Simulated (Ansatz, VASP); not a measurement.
# One calculation of MgO, two programs

```
Mg O
1.0
     0.00000    2.13515    2.13515
     2.13515    0.00000    2.13515
     2.13515    2.13515    0.00000
Mg O
1 1
Direct
  0.00000 0.00000 0.00000
  0.48829 0.48829 0.51171
```

Change from the starting cell: all O atoms moved -0.050 Å, as atom 2 along Cartesian [0 0 1].

Alike in both runs: task single point; functional PBE; k mesh 10 × 10 × 10; occupations gaussian, width 0.05 eV; no spin polarisation.

|  | VASP | Ansatz |
| --- | --- | --- |
| version | VASP 6.6.1 | Ansatz 0.2.0 |
| potentials or method | VASP PAW PBE potentials, release 64 (Mg, O), cutoff 520 eV | scalar-relativistic, plane waves, PAW |
| valence electrons in the cell | 8 | 16 |

```csv
,VASP,Ansatz,Ansatz less VASP
gap on the k mesh at the Fermi level (eV),4.34,4.35,+0.017
least direct gap on the mesh (eV),4.34,4.35,+0.017
pressure (GPa),-2.2,-1.5,+0.76
"traceless stress, the component that is largest in VASP (GPa)",0.51,0.51,-0.006
rms of the force components (eV/Å),0.133,0.131,-0.0020
```

Atom by atom the forces differ by 0.002 eV/Å (rms over components). The functional is the same, so the differences come from potentials, cutoffs and numerics. VASP's potentials hold 8 valence electrons a cell and Ansatz's 16, so a difference there can come from the potentials and not from the codes.
